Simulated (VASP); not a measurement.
A run of VASP 6.6.1:

Contents of INCAR:

```
  PREC = Accurate
  ENCUT = 500
  EDIFF = 1E-6
  ISMEAR = 0
  SIGMA = 0.1
  LREAL = F
  LASPH = T
  NELM = 120
  ALGO = Normal
  ISIF = 2
  LWAVE = F
  LCHARG = F
  GGA = CA
  NBANDS = 17
  NELECT = 20.5
  GGA_COMPAT = F
```

The input KPOINTS:

```
regular mesh
0
Gamma
  1 1 1
```

Contents of POSCAR:

```
SnTe
1.0
    0.0000000000      3.6111460000      3.6111460000
    3.6111460000      0.0000000000      3.6111460000
    3.6111460000      3.6111460000      0.0000000000
Sn Te
1 1
Direct
    0.0000000000      0.0000000000      0.0000000000
    0.7500000000      0.7500000000      0.7500000000
```

Potentials or basis: VASP PAW LDA potentials, release 64 (Sn_d, Te).

The run is started by

```bash
$ cat potpaw_LDA.64/Sn_d/POTCAR potpaw_LDA.64/Te/POTCAR > POTCAR
$ mpirun -np 1 vasp_gam > vasp.out
```

Hardware: 1 thread of Intel(R) Xeon(R) 6975P-C (Granite Rapids), on a shared host.

**Question.** How long does it take, and how much memory?

**Answer.** Run time: 6 s on 1 thread of Intel(R) Xeon(R) 6975P-C (Granite Rapids) (shared host), peak memory 0.18 GiB. Counts: scf iterations 14, k points 1.
